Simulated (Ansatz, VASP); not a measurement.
**CrCN in VASP and in Ansatz**

```xyz
3
Lattice="3.4966 0.0000 0.0000 -1.7483 3.0281 0.0000 0.0000 0.0000 3.6331" Properties=species:S:1:pos:R:3 pbc="T T T"
Cr    0.0000    2.0187    1.8166
C     1.7483    1.0094    1.8166
N     0.0000    0.0000    0.0000
```

Change from the starting cell: species swapped into the EuZnGe type (P-6m2, No. 187).

Alike in both runs: task relaxation of cell and atoms; functional PBE; k mesh 6 × 6 × 6; occupations gaussian, width 0.1 eV; collinear spin.

|  | VASP | Ansatz |
| --- | --- | --- |
| version | VASP 6.6.1 | Ansatz 0.2.0 |
| potentials or method | VASP PAW PBE potentials, release 64 (Cr_pv, C, N), cutoff 600 eV | scalar-relativistic, plane waves, PAW |
| valence electrons in the cell | 21 | 23 |

Ansatz gave:

```
gap on the k mesh at the Fermi level, each at its own relaxed structure (eV) : none
net moment per atom (μB)                                                     : 0.22
size of the moment on the site where the two differ most (μB)                : 0.49
relaxed volume (Å³/atom)                                                     : 8.70
relaxed cell length with the largest relative difference (Å)                 : 2.898
```

Task: Which values does VASP return?

Result: gap on the k mesh at the Fermi level, each at its own relaxed structure (eV): none; net moment per atom (μB): 0.23; size of the moment on the site where the two differ most (μB): 0.63; relaxed volume (Å³/atom): 8.71; relaxed cell length with the largest relative difference (Å): 2.904.

Site moments also hang on the region over which each program counts them. A gap of «none» marks a metal or a gap that the smearing closes. VASP's potentials hold 21 valence electrons a cell and Ansatz's 23, so a difference there can come from the potentials and not from the codes.

Noted on VASP's run: the volume moved by over 15 % at a fixed basis, so the end points are rough.
